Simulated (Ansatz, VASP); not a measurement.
# Two plane-wave programs on SiGe3

```
CELL_PARAMETERS angstrom
5.34302 0.00000 0.00000
0.00000 5.34302 0.00000
0.00000 0.00000 6.27137
ATOMIC_POSITIONS crystal
Si 0.50000 0.00000 0.44098
Si 0.00000 0.50000 0.44098
Ge 0.26069 0.26069 0.96794
Ge 0.73931 0.73931 0.96794
Ge 0.73931 0.26069 0.96794
Ge 0.26069 0.73931 0.96794
Ge 0.00000 0.00000 0.26587
Ge 0.00000 0.00000 0.66261
```

Alike in both runs: functional PBE; k mesh 3 × 3 × 3; occupations gaussian, width 0.2 eV; no spin polarisation.

Ansatz relaxed the structure, and its values are those at the end. VASP's run is a single point on that final structure, the one shown.

```csv
,VASP,Ansatz
version,VASP 6.6.1,Ansatz 0.2.0
potentials or method,"VASP PAW PBE potentials, release 64 (Si, Ge_d), cutoff 500 eV","scalar-relativistic, plane waves, PAW"
valence electrons in the cell,92,92
```

|  | VASP | Ansatz | Ansatz less VASP |
| --- | --- | --- | --- |
| gap on the k mesh at the Fermi level (eV) | none | none | - |
| pressure (GPa) | 0.2 | 0.2 | 0.00 |
| rms of the force components (eV/Å) | 0.031 | 0.032 | +0.0008 |

A gap of «none» marks a metal or a gap that the smearing closes. The functional is the same, so the differences come from potentials, cutoffs and numerics.

The k mesh is coarse, so the values compare programs but aren't converged.
